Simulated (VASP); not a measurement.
## MnO: electric field gradients with PBEsol

Crystal: MnO.

```xyz
4
Lattice="3.3717 0.0000 0.0000 -1.6859 2.9200 0.0000 0.0000 0.0000 5.3855" Properties=species:S:1:pos:R:3 pbc="T T T"
Mn    0.0000    1.9467    0.0590
Mn    1.6859    0.9733    2.7518
O     0.0000    1.9467    2.0221
O     1.6859    0.9733    4.7148
```

```yaml
Program: VASP 6.6.1
Task: electric field gradients
Functional: PBEsol
Potentials_or_basis: VASP PAW PBE potentials, release 64 (Mn_pv, O)
Cutoff: 520 eV
k_mesh: 14 × 14 × 8
Occupations: fermi-dirac, width 0.05 eV
Spin: collinear spin, ferromagnetic start
Starting_moments: "[4.0, 4.0, 0.0, 0.0] μB"
Dipole_correction: no
Further_INCAR_settings: ALGO = Normal; EDIFF = 1e-08; NBANDS = 31
```

```
Pressure                                              : 1.2 GPa
Largest force                                         : 0.612 eV/Å
Band gap on the k mesh                                : zero (filled and empty bands overlap)
Net moment                                            : 9.99 μB per cell
Site moments                                          : Mn +4.40; O +0.20 μB
Largest electric field gradient by atom               : Mn -25.7; O +1.0 V/Å²
Valence electrons inside the program's atomic spheres : Mn 11.43; O 4.99
```

Forces in eV/Å, atoms in the order of the input:
```
Mn   0.000  0.000 -0.612
Mn   0.000  0.000 -0.612
O    0.000  0.000  0.612
O    0.000  0.000  0.612
```

Stress tensor (GPa, compression positive):
```
-1.28  0.00  0.00
 0.00 -1.28  0.00
 0.00  0.00  6.23
```

Levels at points of the mesh, in eV from the Fermi level:
Spin up:
```
           k point  band 21  band 22  band 23  band 24  band 25  band 26  band 27  band 28
(0.00, 0.00, 0.00)    -1.07    -1.07     0.00     0.00     0.06     3.58     5.51    11.41
(0.50, 0.00, 0.00)    -2.09    -1.91    -0.87    -0.73     3.79     4.18     5.72     7.48
(0.00, 0.00, 0.50)    -0.56    -0.56    -0.56    -0.56     1.14     1.14     8.28     8.28
(0.50, 0.00, 0.50)    -1.32    -1.32    -1.24    -1.24     3.75     3.75     6.05     6.05
```
Spin down:
```csv
k point,band 11,band 12,band 13,band 14,band 15,band 16,band 17,band 18
"(0.00, 0.00, 0.00)",-4.95,-4.95,-4.74,-4.74,-0.16,0.91,0.91,1.05
"(0.50, 0.00, 0.00)",-5.37,-4.94,-4.86,-4.67,0.36,0.40,1.20,1.47
"(0.00, 0.00, 0.50)",-4.87,-4.87,-4.87,-4.87,1.38,1.38,1.38,1.38
"(0.50, 0.00, 0.50)",-4.96,-4.96,-4.78,-4.78,0.86,0.86,1.48,1.48
```

Electric field gradients, principal values (V/Å²):
| atom | least | middle | greatest (by size) |
| --- | --- | --- | --- |
| 1 Mn | 12.857 | 12.864 | -25.721 |
| 2 Mn | 12.857 | 12.864 | -25.721 |
| 3 O | -0.482 | -0.485 | 0.967 |
| 4 O | -0.482 | -0.485 | 0.967 |

Wall time 12 min on 1 thread of Oxide Virtual Turin-like Processor, on a shared host, peak memory 0.35 GiB.

Caveat: without QUAD_EFG the Cq values of the log hold for a quadrupole moment of 1 mb, not for the nuclei; the PAW data sets were made with another functional, which shifts forces and pressure a little; semilocal functionals often make such compounds metallic where correlation or magnetic order opens a gap, which also shifts bond lengths; only a ferromagnetic start was run, and an antiferromagnetic order may lie lower in energy. With open d or f shells a metallic result of PBEsol can be an artefact of self-interaction; +U or a hybrid may open a gap.
